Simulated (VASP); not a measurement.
A run of VASP 6.6.1 is set up as follows.

Contents of POSCAR:

```
MgB2
1.0
    3.0714077020      0.0000000000      0.0000000000
   -1.5357038510      2.6599170954      0.0000000000
    0.0000000000      0.0000000000      3.5014572137
Mg B
1 2
Direct
    0.0000000000      0.0000000000      0.0000000000
    0.3333333333      0.6666666667      0.5000000000
    0.6666666667      0.3333333333      0.5000000000
```

File INCAR.step1:

```
SYSTEM = MgB2
PREC = Accurate
ENCUT = 520
ISMEAR = -1
SIGMA = 0.02
LREAL = .FALSE.
LASPH = .TRUE.
NELM = 100
NBANDS = 11
GGA = PE
ALGO = Normal
EDIFF = 1E-4
LWAVE = .TRUE.
LCHARG = .FALSE.
```

File INCAR.step2:

```
SYSTEM = MgB2
PREC = Accurate
ENCUT = 520
EDIFF = 1E-6
ISMEAR = -1
SIGMA = 0.02
LREAL = .FALSE.
LASPH = .TRUE.
NELM = 100
ALGO = Normal
ISIF = 2
LWAVE = .FALSE.
LCHARG = .FALSE.
METAGGA = R2SCAN
LMIXTAU = .TRUE.
NBANDS = 11
ISTART = 1
```

Contents of KPOINTS:

```
Automatic mesh
0
G
  12 12 6
  0 0 0
```

Potentials or basis: VASP PAW PBE potentials, release 64 (Mg, B).

Run with:

```bash
$ cat potpaw_PBE.64/Mg/POTCAR potpaw_PBE.64/B/POTCAR > POTCAR
$ cp INCAR.step1 INCAR
$ mpirun -np 1 vasp_std > vasp.out
$ cp INCAR.step2 INCAR
$ mpirun -np 1 vasp_std > vasp.out
```

Problem. Estimate the pressure.

Solution. -0.4 GPa.

Problem. What does it give for the band gap on the k mesh?

Solution. Zero (band 4 reaches 7.29 eV, above the bottom of band 5 at 3.25 eV).

Stress tensor (GPa, compression positive):
```
-0.34  0.00  0.00
 0.00 -0.34  0.00
 0.00  0.00 -0.63
```

Caveat: the PAW data sets were made with another functional, which shifts forces and pressure a little.
